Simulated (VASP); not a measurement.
Input of a VASP 6.6.1 run:

Contents of INCAR:

```
PREC = Accurate
ENCUT = 400
EDIFF = 1E-8
ISMEAR = -1
SIGMA = 0.08
LREAL = F
LASPH = T
NELM = 120
ALGO = Normal
ISIF = 2
LWAVE = F
LCHARG = F
GGA = PS
LEFG = T
NBANDS = 8
GGA_COMPAT = F
```

Contents of KPOINTS:

```
regular mesh
0
Gamma
  10 10 9
```

File POSCAR:

```
P
1.0
    4.2729048574      0.0000000000      0.0000000000
    0.0000000000      4.2729048574      0.0000000000
    0.0000000000      0.0000000000      4.3342200000
P
1
Direct
    0.0000000000      0.0000000000      0.0000000000
```

Potentials or basis: VASP PAW PBE potentials, release 64 (P).

Launch:

```console
$ cat potpaw_PBE.64/P/POTCAR > POTCAR
$ mpirun -np 1 vasp_std > vasp.out
```

Q: Predict the band gap on the k mesh.

A: Zero (an odd number of electrons rules out a gap without spin polarisation).

Q: What does it give for the pressure?

A: -3.9 GPa.

Stress tensor (GPa, compression positive):
```
-3.97  0.00  0.00
 0.00 -3.97  0.00
 0.00  0.00 -3.68
```

Caveat: the cell differs from its parent crystal (zz strain of -1 %); the cell stands under tension; without QUAD_EFG the Cq values of the log hold for a quadrupole moment of 1 mb, not for the nuclei; the PAW data sets were made with another functional, which shifts forces and pressure a little.
